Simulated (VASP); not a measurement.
A run of VASP 6.6.1 is set up as follows.

The input INCAR:

```
PREC     = Accurate       # precision mode
ENCUT    = 520            # plane-wave cutoff, eV
EDIFF    = 1E-7           # SCF threshold, eV
ISMEAR   = -1             # smearing method
SIGMA    = 0.05           # smearing width, eV
LREAL    = False          # projectors in reciprocal space
LASPH    = True           # aspherical terms in the spheres
NELM     = 150            # most SCF steps
ALGO     = Normal         # electronic algorithm
ISIF     = 2              # what is computed and relaxed
LWAVE    = False          # write WAVECAR
LCHARG   = False          # write CHGCAR
ISPIN    = 2              # spin polarisation
MAGMOM   = 2              # initial moments
LORBIT   = 11             # projections on sites
LMAXMIX  = 4              # l up to which the mixer works
GGA      = PE             # functional
NBANDS   = 16             # bands
```

File KPOINTS:

```
regular mesh
0
Gamma
  11 12 13
```

File POSCAR:

```
V
1.0
   -1.3868393573      1.6520597387      1.6588483218
    1.5149427371     -1.5011352155      1.6360271783
    1.2809735616      1.3952694198     -1.5079237985
V
1
Direct
    0.0000000000      0.0000000000      0.0000000000
```

Potentials or basis: VASP PAW PBE potentials, release 64 (V_sv).

The run is started by

```console
$ cat potpaw_PBE.64/V_sv/POTCAR > POTCAR
$ mpirun -np 1 vasp_std > vasp.out
```

What does it give for the net moment?

0.00 μB per cell.

What does it give for the pressure?

-4.3 GPa.

Stress tensor (GPa, compression positive):
```
  3.83  -0.47  -1.06
 -0.47  -4.78  -3.13
 -1.06  -3.13 -12.05
```

Caveat: the stress differs along the axes, from -12 to 4 GPa; the moments typed at the start vanished in this run.
